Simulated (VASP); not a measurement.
# AgAuCl4 in VASP: notebook

The runs below take AgAuCl4 through single point, with PBE.

Everything below comes from runs of VASP 6.6.1. Logs are shortened: lines on timing, memory, paths and dates and some standing lists are left out, and cuts for length are marked.

## Step 1: The cell of the first run

The cell holds an amorphous packing of atoms, 12 atoms: a = 6.689 Å, b = 6.078 Å, c = 7.729 Å, α = 92.96°, β = 88.24°, γ = 103.96°.

## Step 2: Single point, PBE

Input file INCAR:

```
  PREC = Accurate
  ENCUT = 520
  EDIFF = 1E-6
  ISMEAR = 1
  SIGMA = 0.15
  LREAL = F
  LASPH = T
  NELM = 100
  ALGO = Normal
  ISIF = 2
  LWAVE = F
  LCHARG = F
  GGA = PE
  NBANDS = 62
```

Input file KPOINTS:

```
Automatic mesh
0
Gamma
  2 3 2
```

Input file POSCAR:

```
AgAuCl4
1.0
    6.6466660000     -0.7304330000      0.1692620000
   -0.8055110000      6.0123180000     -0.3840250000
    0.0528540000      0.0968040000      7.7283390000
Cl Ag Au
8 2 2
Direct
    0.3213163186      0.8416858056      0.4039225956
   -0.0082369547      0.1162313642      0.0930285218
    0.4619963362      0.4345435488      0.3223458705
    0.0203018503      0.8467840293      0.7629362409
    0.4223385623      0.9636448101      0.1360376180
    0.8132976047      0.9876136001      0.3501547918
    0.7962475376      0.4817933778      0.4962241241
    0.5393069547      0.3211981905      0.8660172595
    0.9115422667      0.5062536519      0.1003120582
    0.0889290815      0.3188424651      0.7151816404
    0.4969842376      0.1831128030      0.5120169222
    0.5027962115      0.7164001556      0.7273190627
```

Potentials or basis: VASP PAW PBE potentials, release 64 (Cl, Ag, Au).

The run is started by

```console
> cat potpaw_PBE.64/Cl/POTCAR potpaw_PBE.64/Ag/POTCAR potpaw_PBE.64/Au/POTCAR > POTCAR
> mpirun -np 1 vasp_std > vasp.out
```

OUTCAR:

```text
PREC = Accurate
   ENCUT = 520
   EDIFF = 1E-6
   ISMEAR = 1
   LREAL = F
   LASPH = T
   NELM = 100
   ISIF = 2
   GGA = PE

 ion  position               nearest neighbor table
   1  0.321  0.842  0.404-  11 2.26   5 2.26  12 3.02
   2  0.992  0.116  0.093-   6 2.36   9 2.55
   3  0.462  0.435  0.322-  11 2.23   7 2.59
   4  0.020  0.847  0.763-  10 2.84
   5  0.422  0.964  0.136-   1 2.26
   6  0.813  0.988  0.350-   2 2.36  11 2.89
   7  0.796  0.482  0.496-  11 2.36   3 2.59  10 3.00   9 3.13
   8  0.539  0.321  0.866-  12 2.75  11 2.82   9 3.08
   9  0.912  0.506  0.100-   2 2.55   8 3.08   7 3.13  10 3.41
  10  0.089  0.319  0.715-   4 2.84   7 3.00  12 3.21  11 3.36   9 3.41
  11  0.497  0.183  0.512-   3 2.23   1 2.26   7 2.36   8 2.82   6 2.89  10 3.36  12 3.37  12 3.56

  12  0.503  0.716  0.727-   8 2.75   1 3.02  10 3.21  11 3.37  11 3.56

  LATTYP: Found a triclinic cell.
 ALAT       =    18.0582119235
 B/A-ratio  =     0.9431130152
 C/A-ratio  =     1.1732676258
 COS(alpha) =     0.0113705312
 COS(beta)  =     0.6649279651
 COS(gamma) =     0.7529565247

  Lattice vectors:

 A1 = (  14.1516970000,  -7.3763800000,   8.4508880000)
 A2 = (   6.7523740000,  -0.5368250000,  15.6259400000)
 A3 = (  14.8515000000, -13.5823060000,  -6.6217650000)

Analysis of symmetry for initial positions (statically):
=====================================================================
 Subroutine PRICEL returns:
 Original cell was already a primitive cell.

 Routine SETGRP: Setting up the symmetry group for a
 triclinic supercell.

 Subroutine GETGRP returns: Found  1 space group operations
 (whereof  1 operations were pure point group operations)
 out of a pool of  2 trial point group operations.

The static configuration has the point symmetry C_1 .

Analysis of symmetry for dynamics (positions and initial velocities):
=====================================================================
 Subroutine PRICEL returns:
 Original cell was already a primitive cell.

 Routine SETGRP: Setting up the symmetry group for a
 triclinic supercell.

 Subroutine GETGRP returns: Found  1 space group operations
 (whereof  1 operations were pure point group operations)
 out of a pool of  2 trial point group operations.

The dynamic configuration has the point symmetry C_1 .

 Subroutine INISYM returns: Found  1 space group operations
 (whereof  1 operations are pure point group operations),
 and found     1 'primitive' translations

----------------------------------------------------------------------------------------

                                     Primitive cell

  volume of cell :     304.4867

  direct lattice vectors                    reciprocal lattice vectors
     6.646666000 -0.730433000  0.169262000     0.152723950  0.020378445 -0.001299734
    -0.805511000  6.012318000 -0.384025000     0.018593323  0.168673203 -0.002239934
     0.052854000  0.096804000  7.728339000    -0.002420968  0.007935137  0.129311073

  length of vectors
     6.688822834  6.078181546  7.729125970     0.154083014  0.169709689  0.129576931

  position of ions in fractional coordinates (direct lattice)
     0.321316319  0.841685806  0.403922596
     0.991763045  0.116231364  0.093028522
     0.461996336  0.434543549  0.322345871
     0.020301850  0.846784029  0.762936241
     0.422338562  0.963644810  0.136037618
     0.813297605  0.987613600  0.350154792
     0.796247538  0.481793378  0.496224124
     0.539306955  0.321198190  0.866017259
     0.911542267  0.506253652  0.100312058
     0.088929081  0.318842465  0.715181640
     0.496984238  0.183112803  0.512016922
     0.502796211  0.716400156  0.727319063

  ion indices of the primitive-cell ions
   primitive index   ion index
                 1           1
                 2           2
                 3           3
                 4           4
                 5           5
                 6           6
                 7           7
                 8           8
                 9           9
                10          10
                11          11
                12          12

----------------------------------------------------------------------------------------

 KPOINTS: Automatic mesh

Automatic generation of k-mesh.
 Grid dimensions read from file:
 generate k-points for:    2    3    2

 Generating k-lattice:

  Cartesian coordinates                     Fractional coordinates (reciprocal lattice)
     0.076361975  0.010189222 -0.000649867     0.500000000  0.000000000 -0.000000000
     0.006197774  0.056224401 -0.000746645    -0.000000000  0.333333333  0.000000000
    -0.001210484  0.003967569  0.064655536     0.000000000 -0.000000000  0.500000000

  Length of vectors
     0.077041507  0.056569896  0.064788465

  Shift w.r.t. Gamma in fractional coordinates (k-lattice)
     0.000000000  0.000000000  0.000000000

 Subroutine IBZKPT returns following result:
 ===========================================

 Found      8 irreducible k-points:

 Following reciprocal coordinates:
            Coordinates               Weight
  0.000000  0.000000  0.000000      1.000000
  0.500000 -0.000000  0.000000      1.000000
 -0.000000  0.333333  0.000000      2.000000
  0.500000  0.333333 -0.000000      2.000000
  0.000000  0.000000  0.500000      1.000000
  0.500000  0.000000  0.500000      1.000000
 -0.000000  0.333333  0.500000      2.000000
  0.500000  0.333333  0.500000      2.000000
   k-points           NKPTS =      8   k-points in BZ     NKDIM =      8   number of bands    NBANDS=     62
   number of dos      NEDOS =    301   number of ions     NIONS =     12
   total plane-waves  NPLWV = 144000
   dimension x,y,z NGX =    50 NGY =   48 NGZ =   60
   dimension x,y,z NGXF=   100 NGYF=   96 NGZF=  120
   ions per type =               8   2   2
   NGX,Y,Z   is equivalent  to a cutoff of  12.43, 13.13, 12.91 a.u.
   NGXF,Y,Z  is equivalent  to a cutoff of  24.85, 26.26, 25.81 a.u.
 SYSTEM =  unknown system
   PREC   = accura    normal or accurate (medium, high low for compatibility)
   ISTART =      0    job   : 0-new  1-cont  2-samecut
   ICHARG =      2    charge: 1-file 2-atom 10-const
   ISPIN  =      1    spin polarized calculation?
   LNONCOLLINEAR =      F non collinear calculations
   LSORBIT =      F    spin-orbit coupling
   LASPH  =      T    aspherical Exc in radial PAW
   ENCUT  =  520.0 eV  38.22 Ry    6.18 a.u.  12.44 11.30 14.37*2*pi/ulx,y,z
   NELM   =    100;   NELMIN=  2; NELMDL= -5     # of ELM steps
   EDIFF  = 0.1E-05   stopping-criterion for ELM
   LREAL  =      F    real-space projection
   EDIFFG = 0.1E-04   stopping-criterion for IOM
   NSW    =      0    number of steps for IOM
   IBRION =     -1    ionic relax: 0-MD 1-quasi-New 2-CG
   NFREE  =      0    steps in history (QN), initial steepest desc. (CG)
   ISIF   =      2    stress and relaxation
   ISYM   =      2    0-nonsym 1-usesym 2-fastsym
   POTIM  = 0.5000    time-step for ionic-motion
   TEBEG  =    0.0;   TEEND  =   0.0 temperature during run
   PSTRESS=    0.0 pullay stress
   NELECT =     100.0000    total number of electrons
   NUPDOWN=      -1.0000    fix difference up-down
   EMIN   =  10.00;   EMAX   =-10.00  energy-range for DOS
   EFERMI =   0.00;   METHOD = LEGACY
   ISMEAR =     1;   SIGMA  =   0.15  broadening in eV -4-tet -1-fermi 0-gaus
   EFERMI_NEDOS =   21; number of points for ismear=-14 and -15
   IALGO  =     38    algorithm
   IMIX   =      4    mixing-type and parameters
     AMIX     =   0.40;   BMIX     =  1.00
     AMIX_MAG =   1.60;   BMIX_MAG =  1.00
  volume/ion in A,a.u.               =      25.37       171.23
  Fermi-wavevector in a.u.,A,eV,Ry     =   1.129498  2.134441 17.357842  1.275765
  Thomas-Fermi vector in A             =   2.266191
   LORBIT       =      0    0 simple, 1 ext, 2 COOP (PROOUT), +10 PAW based schemes
   GGA     = PE    functional components
   LHFCALC =     F    Hartree Fock is set to
   AEXX    =    0.0000 exact exchange contribution
   IVDW    =     0    specifies the selected vdW correction
   LEPSILON=     F    determine dielectric tensor
   LRPA    =     F    only Hartree local field effects (RPA)
 non-spin polarized calculation
 Methfessel and Paxton  Order N= 1 SIGMA  =   0.15
  energy-cutoff  :      520.00
  volume of cell :      304.49
 maximum number of plane-waves:      8233
 NGX is ok and might be reduce to    50
   NGX = 25   NGY = 23   NGZ = 29

 number of electron     100.0000004 magnetization

 Free energy of the ion-electron system (eV)
  ---------------------------------------------------
  ext. energy  EPLUGINS =         0.00000000
  ---------------------------------------------------
  free energy    TOTEN  =       -22.58066244 eV

  energy without entropy =      -22.58967832  energy(sigma->0) =      -22.58366773

 E-fermi :   2.1660     XC(G=0):  -8.9121

 val. band max:        2.0996991028   @ k =   0.5000  -0.0000   0.0000
 cond. band min:       2.2061205510   @ k =   0.5000   0.3333   0.5000
 fundamental gap:      0.1064214482
 Fermi energy:         2.1659945396

 k-point     1 :       0.0000    0.0000    0.0000
  band No.  band energies     occupation
      1     -14.8251      2.00000
      2     -13.5476      2.00000
      3     -13.2677      2.00000
      4     -12.2760      2.00000
      5     -12.2208      2.00000
      6     -11.8730      2.00000
[... 54 lines left out ...]
     61       9.2981      0.00000
     62       9.6598      0.00000

 k-point     2 :       0.5000   -0.0000    0.0000
  band No.  band energies     occupation
      1     -14.8043      2.00000
      2     -13.5674      2.00000
      3     -13.2816      2.00000
      4     -12.2737      2.00000
      5     -12.1927      2.00000
      6     -11.9304      2.00000
[... 389 lines left out ...]
      6     -11.9145      2.00000
[... 54 lines left out ...]
     61       8.8754      0.00000
     62       9.4449      0.00000

------------------------ aborting loop because EDIFF is reached ----------------------------------------

  FORCE on cell =-STRESS in cart. coord.  units (eV):
  Direction    XX          YY          ZZ          XY          YZ          ZX
  --------------------------------------------------------------------------------------
  -------------------------------------------------------------------------------------
  Total        3.5624337      2.1761950      2.7793440      1.0054670      3.5255805      3.2879600
  in kB       18.7451574     11.4509129     14.6246204      5.2906630     18.5512396     17.3009053
  external PRESSURE =      14.9402302 kB  Pullay stress =       0.0000000 kB

 VOLUME and BASIS-vectors are now :
 -----------------------------------------------------------------------------
  energy-cutoff  :      520.00
  volume of cell :      304.49
      direct lattice vectors                 reciprocal lattice vectors
     6.646666000 -0.730433000  0.169262000     0.152723950  0.020378445 -0.001299734
    -0.805511000  6.012318000 -0.384025000     0.018593323  0.168673203 -0.002239934
     0.052854000  0.096804000  7.728339000    -0.002420968  0.007935137  0.129311073

 POSITION                                       TOTAL-FORCE (eV/Angst)
 -----------------------------------------------------------------------------------
      1.47904      4.86488      2.85281        -0.835797     -0.597620      0.153088
      6.50321     -0.01659      0.84219        -0.453570      0.291701      0.021105
      2.73774      2.30636      2.40252        -1.773232      1.088596     -2.141450
     -0.50683      5.15016      5.57448         0.171242      0.317272      0.090764
      2.03811      5.49842      0.75277        -0.388104     -0.703000     -1.005373
      4.62869      5.37768      2.46451         0.832623     -0.111063      0.048857
      4.93053      2.36313      3.78474         2.078895      0.407497      1.314526
      3.37164      1.62105      6.66081        -0.280549      0.610801     -0.053315
      5.65623      2.38765      0.73512        -0.230170     -0.099497     -0.167475
      0.37205      1.92126      5.41978         0.007527     -0.114547      0.000985
      3.18285      0.78748      3.97084         1.031596     -0.896553      1.710292
      2.80329      4.01037      5.43096        -0.160461     -0.193586      0.027995
 -----------------------------------------------------------------------------------
    total drift:                                0.000405      0.000307     -0.000542

  FREE ENERGIE OF THE ION-ELECTRON SYSTEM (eV)
  ---------------------------------------------------
  free  energy   TOTEN  =       -22.5806624357 eV

  energy  without entropy=      -22.5896783214  energy(sigma->0) =      -22.58366773
```

It took 3.4 min on 1 thread of Intel Xeon Platinum 8175M at 2.50GHz (Skylake/Cascade Lake), shared host; peak memory 0.42 GiB.

What came out:

```yaml
Free_energy: -22.5807 eV
Pressure: 1.5 GPa
Largest_force: 2.986 eV/Å
Band_gap_on_the_k_mesh: 0.11 eV, indirect (least direct gap 0.13 eV)
```

Forces in eV/Å, atoms in the order of the input:
```
Cl  -0.836 -0.598  0.153
Cl  -0.454  0.292  0.021
Cl  -1.773  1.089 -2.141
Cl   0.171  0.317  0.091
Cl  -0.388 -0.703 -1.005
Cl   0.833 -0.111  0.049
Cl   2.079  0.407  1.315
Cl  -0.281  0.611 -0.053
Ag  -0.230 -0.099 -0.167
Ag   0.008 -0.115  0.001
Au   1.032 -0.897  1.710
Au  -0.160 -0.194  0.028
```

Caveat: the k points lie up to 0.48 Å⁻¹ apart; spin-orbit coupling is left out, which moves the levels of the heavy elements.

(Continued in part 2 of 2.)
